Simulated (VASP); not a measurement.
# ZrS2 (scanv) (P-3m1) in VASP: a series of runs

ZrS2 (scanv) is run at these levels: r2SCAN+rVV10; tasks: single point.

Everything below comes from runs of VASP 6.6.1. Logs are shortened: lines on timing, memory, paths and dates and some standing lists are left out, and cuts for length are marked.

## (1) The cell of the first run

It takes space group P-3m1 (No. 164, trigonal). Conventional cell: a = 3.691 Å, b = 3.691 Å, c = 6.041 Å, α = 90.00°, β = 90.00°, γ = 120.00°. Zr (site symmetry -3m) has 6 S at 2.57 Å within 3.4 Å. Within 3.4 Å of S (site symmetry 3m) lie 3 Zr at 2.57 Å.

## (2) Single point, r2SCAN+rVV10

Input file POSCAR:

```
ZrS2
1.0
    3.6913825500      0.0000000000      0.0000000000
   -1.8456912700      3.1968310600      0.0000000000
    0.0000000000      0.0000000000      6.0410770100
Zr S
1 2
Direct
    0.0000000000      0.0000000000      0.0000000000
    0.6666666700      0.3333333300      0.7620900300
    0.3333333300      0.6666666700      0.2379099700
```

Input file INCAR.step1:

```
SYSTEM = ZrS2
PREC     = Accurate       ! precision mode
ENCUT    = 550            ! plane-wave cutoff, eV
ISMEAR   = 0              ! smearing method
SIGMA    = 0.1            ! smearing width, eV
LREAL    = .FALSE.        ! projectors in reciprocal space
LASPH    = .TRUE.         ! aspherical terms in the spheres
NELM     = 120            ! most SCF steps
NBANDS   = 19             ! bands
GGA      = PE             ! functional
ALGO     = Normal         ! electronic algorithm
EDIFF    = 1E-5           ! SCF threshold, eV
LWAVE    = .TRUE.         ! write WAVECAR
LCHARG   = .FALSE.        ! write CHGCAR
GGA_COMPAT= .FALSE.
```

Input file INCAR.step2:

```
SYSTEM = ZrS2
PREC     = Accurate       ! precision mode
ENCUT    = 550            ! plane-wave cutoff, eV
EDIFF    = 1E-6           ! SCF threshold, eV
ISMEAR   = 0              ! smearing method
SIGMA    = 0.1            ! smearing width, eV
LREAL    = .FALSE.        ! projectors in reciprocal space
LASPH    = .TRUE.         ! aspherical terms in the spheres
NELM     = 120            ! most SCF steps
ALGO     = Normal         ! electronic algorithm
ISIF     = 2              ! what is computed and relaxed
LWAVE    = .FALSE.        ! write WAVECAR
LCHARG   = .FALSE.        ! write CHGCAR
METAGGA  = R2SCAN         ! meta-GGA
LMIXTAU  = .TRUE.       
LUSE_VDW = .TRUE.       
IVDW_NL  = 2            
BPARAM   = 11.95        
CPARAM   = 0.0093       
NBANDS   = 19             ! bands
ISTART   = 1            
GGA_COMPAT= .FALSE.
```

Input file KPOINTS:

```
Automatic mesh
0
G
  6 6 4
  0 0 0
```

Potentials or basis: VASP PAW PBE potentials, release 64 (Zr_sv, S).

The run is started by

```sh
> cat potpaw_PBE.64/Zr_sv/POTCAR potpaw_PBE.64/S/POTCAR > POTCAR
> cp INCAR.step1 INCAR
> mpirun -np 1 vasp_std > vasp.out
> cp INCAR.step2 INCAR
> mpirun -np 1 vasp_std > vasp.out
```

OUTCAR:

```text
SYSTEM = ZrS2
   PREC = Accurate
   ENCUT = 550
   EDIFF = 1E-6
   ISMEAR = 0
   LREAL = .FALSE.
   LASPH = .TRUE.
   NELM = 120
   ISIF = 2
   METAGGA = R2SCAN
   IVDW_NL = 2
   BPARAM = 11.95
   ISTART = 1

 ion  position               nearest neighbor table
   1  0.000  0.000  0.000-   2 2.57   3 2.57   3 2.57   2 2.57   2 2.57   3 2.57
   2  0.667  0.333  0.762-   1 2.57   1 2.57   1 2.57
   3  0.333  0.667  0.238-   1 2.57   1 2.57   1 2.57

  LATTYP: Found a hexagonal cell.
 ALAT       =     3.6913825500
 C/A-ratio  =     1.6365350727

  Lattice vectors:

 A1 = (   3.6913825500,   0.0000000000,   0.0000000000)
 A2 = (  -1.8456912700,   3.1968310600,   0.0000000000)
 A3 = (   0.0000000000,   0.0000000000,   6.0410770100)

Analysis of symmetry for initial positions (statically):
=====================================================================
 Subroutine PRICEL returns:
 Original cell was already a primitive cell.

 Routine SETGRP: Setting up the symmetry group for a
 hexagonal supercell.

 Subroutine GETGRP returns: Found 12 space group operations
 (whereof 12 operations were pure point group operations)
 out of a pool of 24 trial point group operations.

The static configuration has the point symmetry D_3d.

Analysis of symmetry for dynamics (positions and initial velocities):
=====================================================================
 Subroutine PRICEL returns:
 Original cell was already a primitive cell.

 Routine SETGRP: Setting up the symmetry group for a
 hexagonal supercell.

 Subroutine GETGRP returns: Found 12 space group operations
 (whereof 12 operations were pure point group operations)
 out of a pool of 24 trial point group operations.

The dynamic configuration has the point symmetry D_3d.

 Subroutine INISYM returns: Found 12 space group operations
 (whereof 12 operations are pure point group operations),
 and found     1 'primitive' translations

----------------------------------------------------------------------------------------

                                     Primitive cell

  volume of cell :      71.2891

  direct lattice vectors                    reciprocal lattice vectors
     3.691382550  0.000000000  0.000000000     0.270901210  0.156404886  0.000000000
    -1.845691270  3.196831060  0.000000000     0.000000000  0.312809774  0.000000000
     0.000000000  0.000000000  6.041077010     0.000000000  0.000000000  0.165533397

  length of vectors
     3.691382550  3.691382545  6.041077010     0.312809773  0.312809774  0.165533397

  position of ions in fractional coordinates (direct lattice)
     0.000000000  0.000000000  0.000000000
     0.666666670  0.333333330  0.762090030
     0.333333330  0.666666670  0.237909970

  ion indices of the primitive-cell ions
   primitive index   ion index
                 1           1
                 2           2
                 3           3

----------------------------------------------------------------------------------------

 KPOINTS: Automatic mesh

Automatic generation of k-mesh.
 Grid dimensions read from file:
 generate k-points for:    6    6    4

 Generating k-lattice:

  Cartesian coordinates                     Fractional coordinates (reciprocal lattice)
     0.045150202  0.026067481  0.000000000     0.166666667  0.000000000  0.000000000
     0.000000000  0.052134962  0.000000000     0.000000000  0.166666667  0.000000000
     0.000000000  0.000000000  0.041383349     0.000000000  0.000000000  0.250000000

  Length of vectors
     0.052134962  0.052134962  0.041383349

  Shift w.r.t. Gamma in fractional coordinates (k-lattice)
     0.000000000  0.000000000  0.000000000

 Subroutine IBZKPT returns following result:
 ===========================================

 Found     24 irreducible k-points:

 Following reciprocal coordinates:
            Coordinates               Weight
  0.000000  0.000000  0.000000      1.000000
  0.166667  0.000000  0.000000      6.000000
  0.333333  0.000000  0.000000      6.000000
  0.500000  0.000000  0.000000      3.000000
  0.166667  0.166667  0.000000      6.000000
  0.333333  0.166667  0.000000     12.000000
[... 16 lines left out ...]
  0.333333  0.166667  0.500000     12.000000
  0.333333  0.333333  0.500000      2.000000
   k-points           NKPTS =     24   k-points in BZ     NKDIM =     24   number of bands    NBANDS=     19
   number of dos      NEDOS =    301   number of ions     NIONS =      3
   total plane-waves  NPLWV =  37632
   dimension x,y,z NGX =    28 NGY =   28 NGZ =   48
   dimension x,y,z NGXF=    56 NGYF=   56 NGZF=   96
   ions per type =               1   2
   NGX,Y,Z   is equivalent  to a cutoff of  12.61, 12.61, 13.21 a.u.
   NGXF,Y,Z  is equivalent  to a cutoff of  25.22, 25.22, 26.42 a.u.
 SYSTEM =  ZrS2
   PREC   = accura    normal or accurate (medium, high low for compatibility)
   ISTART =      1    job   : 0-new  1-cont  2-samecut
   ICHARG =      0    charge: 1-file 2-atom 10-const
   ISPIN  =      1    spin polarized calculation?
   LNONCOLLINEAR =      F non collinear calculations
   LSORBIT =      F    spin-orbit coupling
   LASPH  =      T    aspherical Exc in radial PAW
   ENCUT  =  550.0 eV  40.42 Ry    6.36 a.u.   7.06  7.06 11.55*2*pi/ulx,y,z
   NELM   =    120;   NELMIN=  2; NELMDL=  0     # of ELM steps
   EDIFF  = 0.1E-05   stopping-criterion for ELM
   LREAL  =      F    real-space projection
   EDIFFG = 0.1E-04   stopping-criterion for IOM
   NSW    =      0    number of steps for IOM
   IBRION =     -1    ionic relax: 0-MD 1-quasi-New 2-CG
   NFREE  =      0    steps in history (QN), initial steepest desc. (CG)
   ISIF   =      2    stress and relaxation
   ISYM   =      2    0-nonsym 1-usesym 2-fastsym
   POTIM  = 0.5000    time-step for ionic-motion
   TEBEG  =    0.0;   TEEND  =   0.0 temperature during run
   PSTRESS=    0.0 pullay stress
   NELECT =      24.0000    total number of electrons
   NUPDOWN=      -1.0000    fix difference up-down
   EMIN   =  10.00;   EMAX   =-10.00  energy-range for DOS
   EFERMI =   0.00;   METHOD = LEGACY
   ISMEAR =     0;   SIGMA  =   0.10  broadening in eV -4-tet -1-fermi 0-gaus
   EFERMI_NEDOS =   21; number of points for ismear=-14 and -15
   IALGO  =     38    algorithm
   IMIX   =      4    mixing-type and parameters
     AMIX     =   0.40;   BMIX     =  1.00
     AMIX_MAG =   1.60;   BMIX_MAG =  1.00
  volume/ion in A,a.u.               =      23.76       160.36
  Fermi-wavevector in a.u.,A,eV,Ry     =   1.138861  2.152136 17.646828  1.297005
  Thomas-Fermi vector in A             =   2.275565
   LORBIT       =      0    0 simple, 1 ext, 2 COOP (PROOUT), +10 PAW based schemes
   METAGGA = R2SCAN    functional components
   LHFCALC =     F    Hartree Fock is set to
   AEXX    =    0.0000 exact exchange contribution
   IVDW_NL    =     2    kernel type
   BPARAM     =11.9500
   IVDW    =     0    specifies the selected vdW correction
   LEPSILON=     F    determine dielectric tensor
   LRPA    =     F    only Hartree local field effects (RPA)
 non-spin polarized calculation
 Gauss-broadening in eV      SIGMA  =   0.10
  energy-cutoff  :      550.00
  volume of cell :       71.29
 maximum number of plane-waves:      2109
   NGX = 15   NGY = 15   NGZ = 23

 number of electron      23.9999999 magnetization

 Free energy of the ion-electron system (eV)
  ---------------------------------------------------
  ext. energy  EPLUGINS =         0.00000000
  ---------------------------------------------------
  free energy    TOTEN  =       -43.63200852 eV

  energy without entropy =      -43.63200852  energy(sigma->0) =      -43.63200852

 E-fermi :   4.3426     XC(G=0):  -9.9142

 val. band max:        3.8511569488   @ k =   0.1667   0.0000   0.0000
 cond. band min:       5.2171264628   @ k =   0.5000   0.0000   0.5000
 fundamental gap:      1.3659695140
 Fermi energy:         4.3425544811

 k-point     1 :       0.0000    0.0000    0.0000
  band No.  band energies     occupation
      1     -46.7461      2.00000
      2     -24.0990      2.00000
      3     -23.9468      2.00000
      4     -23.9468      2.00000
      5      -9.2260      2.00000
      6      -7.7715      2.00000
[... 11 lines left out ...]
     18      10.3408      0.00000
     19      10.3447      0.00000

 k-point     2 :       0.1667    0.0000    0.0000
  band No.  band energies     occupation
      1     -46.7414      2.00000
      2     -24.0846      2.00000
      3     -24.0123      2.00000
      4     -23.9608      2.00000
      5      -8.9493      2.00000
      6      -7.8436      2.00000
[... 11 lines left out ...]
     18      11.3830      0.00000
     19      11.9198      0.00000

 k-point     3 :       0.3333    0.0000    0.0000
  band No.  band energies     occupation
      1     -46.7322      2.00000
      2     -24.1414      2.00000
      3     -24.0543      2.00000
      4     -23.9884      2.00000
      5      -8.3888      2.00000
      6      -7.9312      2.00000
[... 11 lines left out ...]
     18      11.9178      0.00000
     19      12.7073      0.00000

 k-point     4 :       0.5000    0.0000    0.0000
  band No.  band energies     occupation
      1     -46.7276      2.00000
      2     -24.2039      2.00000
      3     -24.0396      2.00000
      4     -24.0022      2.00000
      5      -8.2466      2.00000
      6      -7.7887      2.00000
[... 11 lines left out ...]
     18      11.1564      0.00000
     19      12.4201      0.00000

 k-point     5 :       0.1667    0.1667    0.0000
  band No.  band energies     occupation
      1     -46.7345      2.00000
      2     -24.0963      2.00000
      3     -24.0632      2.00000
      4     -23.9938      2.00000
      5      -8.5069      2.00000
      6      -7.9421      2.00000
[... 11 lines left out ...]
     18      12.6660      0.00000
     19      13.3366      0.00000
[... 334 lines left out ...]
      2     -24.2038      2.00000
      3     -24.0398      2.00000
      4     -24.0022      2.00000
      5      -8.3127      2.00000
      6      -7.7030      2.00000
[... 11 lines left out ...]
     18      10.7123      0.00000
     19      11.6808      0.00000

 k-point    22 :       0.1667    0.1667    0.5000
  band No.  band energies     occupation
      1     -46.7345      2.00000
      2     -24.0962      2.00000
      3     -24.0634      2.00000
      4     -23.9938      2.00000
      5      -8.3476      2.00000
      6      -8.1185      2.00000
[... 11 lines left out ...]
     18      12.9489      0.00000
     19      13.0934      0.00000

 k-point    23 :       0.3333    0.1667    0.5000
  band No.  band energies     occupation
      1     -46.7276      2.00000
      2     -24.1700      2.00000
      3     -24.0429      2.00000
      4     -24.0342      2.00000
      5      -8.1796      2.00000
      6      -7.8561      2.00000
[... 11 lines left out ...]
     18      11.5428      0.00000
     19      12.4484      0.00000

 k-point    24 :       0.3333    0.3333    0.5000
  band No.  band energies     occupation
      1     -46.7253      2.00000
      2     -24.1229      2.00000
      3     -24.1229      2.00000
      4     -24.0334      2.00000
      5      -7.9497      2.00000
      6      -7.9497      2.00000
[... 11 lines left out ...]
     18      12.5219      0.00000
     19      13.0994      0.00000

------------------------ aborting loop because EDIFF is reached ----------------------------------------

  FORCE on cell =-STRESS in cart. coord.  units (eV):
  Direction    XX          YY          ZZ          XY          YZ          ZX
  --------------------------------------------------------------------------------------
  -------------------------------------------------------------------------------------
  Total       -0.3239245     -0.3239245     -0.3359127     -0.0000000      0.0000000      0.0000000
  in kB       -7.2799988     -7.2799988     -7.5494255     -0.0000000      0.0000000      0.0000000
  external PRESSURE =      -7.3698077 kB  Pullay stress =       0.0000000 kB

 VOLUME and BASIS-vectors are now :
 -----------------------------------------------------------------------------
  energy-cutoff  :      550.00
  volume of cell :       71.29
      direct lattice vectors                 reciprocal lattice vectors
     3.691382550  0.000000000  0.000000000     0.270901210  0.156404886  0.000000000
    -1.845691270  3.196831060  0.000000000     0.000000000  0.312809774  0.000000000
     0.000000000  0.000000000  6.041077010     0.000000000  0.000000000  0.165533397

 POSITION                                       TOTAL-FORCE (eV/Angst)
 -----------------------------------------------------------------------------------
      0.00000      0.00000      0.00000         0.000000      0.000000      0.000000
      1.84569      1.06561      4.60384        -0.000000      0.000000     -0.025149
     -0.00000      2.13122      1.43723         0.000000     -0.000000      0.025149
 -----------------------------------------------------------------------------------
    total drift:                               -0.000000     -0.000000      0.000000

  FREE ENERGIE OF THE ION-ELECTRON SYSTEM (eV)
  ---------------------------------------------------
  free  energy   TOTEN  =       -43.6320085201 eV

  energy  without entropy=      -43.6320085201  energy(sigma->0) =      -43.63200852
```

Run time: 2.9 min. Hardware: 1 thread of Intel Xeon Platinum 8488C (Sapphire Rapids), shared host; peak memory 0.36 GiB.

Results:

```yaml
Free_energy: -43.6320 eV
Pressure: -0.7 GPa
Largest_force: 0.025 eV/Å
Band_gap_on_the_k_mesh: 1.37 eV, indirect (least direct gap 1.95 eV)
```

Forces in eV/Å, atoms in the order of the input:
```
Zr   0.000  0.000  0.000
S    0.000  0.000 -0.025
S    0.000  0.000  0.025
```

Levels at points of the mesh, in eV from the valence-band top:
```csv
k point,band 8,band 9,band 10,band 11,band 12,band 13,band 14,band 15,band 16,band 17
"(0.00, 0.00, 0.00)",-2.84,-2.84,-0.06,-0.06,-0.01,1.94,1.94,2.83,5.39,5.39
"(0.50, 0.00, 0.00)",-2.61,-2.51,-2.35,-1.67,-1.19,1.53,3.65,3.94,6.08,6.37
"(0.00, 0.00, 0.50)",-2.81,-2.81,-1.59,-0.16,-0.16,1.91,1.91,3.19,5.69,5.69
"(0.50, 0.00, 0.50)",-3.12,-2.62,-2.22,-0.99,-0.78,1.37,3.64,3.94,5.68,6.34
```

Caveat: the PAW data sets were made with another functional, which shifts forces and pressure a little. r2SCAN opens gaps a little over a GGA but as a rule still falls short of measured ones.

## (3) Single point, r2SCAN+rVV10

This run uses another cell than the first one, of 22.85 Å³/atom, 0.962 times its volume.

Input file POSCAR:

```
ZrS2
1.0
    3.6748403059     -0.0000000029      0.0000000000
   -1.8374201505      3.1825050612      0.0000000000
    0.0000000000      0.0000000000      5.8617341891
Zr S
1 2
Direct
    0.0000000000      0.0000000000      0.0000000000
    0.6666666667      0.3333333333      0.7538892332
    0.3333333333      0.6666666667      0.2461107668
```

Input file INCAR.step1:

```
SYSTEM = ZrS2
PREC     = Accurate       ! precision mode
ENCUT    = 550            ! plane-wave cutoff, eV
ISMEAR   = 0              ! smearing method
SIGMA    = 0.02           ! smearing width, eV
LREAL    = .False.        ! projectors in reciprocal space
LASPH    = .True.         ! aspherical terms in the spheres
NELM     = 120            ! most SCF steps
NBANDS   = 19             ! bands
GGA      = PE             ! functional
ALGO     = Normal         ! electronic algorithm
EDIFF    = 1E-5           ! SCF threshold, eV
LWAVE    = .True.         ! write WAVECAR
LCHARG   = .False.        ! write CHGCAR
GGA_COMPAT= .False.
```

Input file INCAR.step2:

```
SYSTEM = ZrS2
PREC     = Accurate       ! precision mode
ENCUT    = 550            ! plane-wave cutoff, eV
EDIFF    = 1E-6           ! SCF threshold, eV
ISMEAR   = 0              ! smearing method
SIGMA    = 0.02           ! smearing width, eV
LREAL    = .False.        ! projectors in reciprocal space
LASPH    = .True.         ! aspherical terms in the spheres
NELM     = 120            ! most SCF steps
ALGO     = Normal         ! electronic algorithm
ISIF     = 2              ! what is computed and relaxed
LWAVE    = .False.        ! write WAVECAR
LCHARG   = .False.        ! write CHGCAR
METAGGA  = R2SCAN         ! meta-GGA
LMIXTAU  = .True.       
LUSE_VDW = .True.       
IVDW_NL  = 2            
BPARAM   = 11.95        
CPARAM   = 0.0093       
NBANDS   = 19             ! bands
ISTART   = 1            
GGA_COMPAT= .False.
```

Input file KPOINTS:

```
Automatic mesh
0
Gamma
  9 9 6
  0 0 0
```

Potentials or basis: VASP PAW PBE potentials, release 64 (Zr_sv, S).

The run is started by

```sh
> cat potpaw_PBE.64/Zr_sv/POTCAR potpaw_PBE.64/S/POTCAR > POTCAR
> cp INCAR.step1 INCAR
> mpirun -np 1 vasp_std > vasp.out
> cp INCAR.step2 INCAR
> mpirun -np 1 vasp_std > vasp.out
```

Wall time 4.4 min (1 thread of Intel Xeon Platinum 8488C (Sapphire Rapids), shared host); peak memory 0.39 GiB.

The run converged. Its results:

```yaml
Free_energy: -43.6466 eV
Pressure: 0.0 GPa
Largest_force: 0.008 eV/Å
Band_gap_on_the_k_mesh: 1.21 eV, indirect (least direct gap 1.81 eV)
```

Forces on the atoms (eV/Å):
```
Zr   0.000  0.000  0.000
S    0.000  0.000 -0.008
S    0.000  0.000  0.008
```

Levels at points of the mesh, in eV from the valence-band top:
```tsv
k point	band 9	band 10	band 11	band 12	band 13	band 14	band 15	band 16
(0.00, 0.00, 0.00)	-2.99	-0.19	-0.19	0.00	1.81	1.81	2.67	5.19
(0.00, 0.00, 0.50)	-2.95	-1.88	-0.34	-0.34	1.77	1.77	3.05	5.60
```

Caveat: the PAW data sets were made with another functional, which shifts forces and pressure a little. r2SCAN opens gaps a little over a GGA but as a rule still falls short of measured ones.
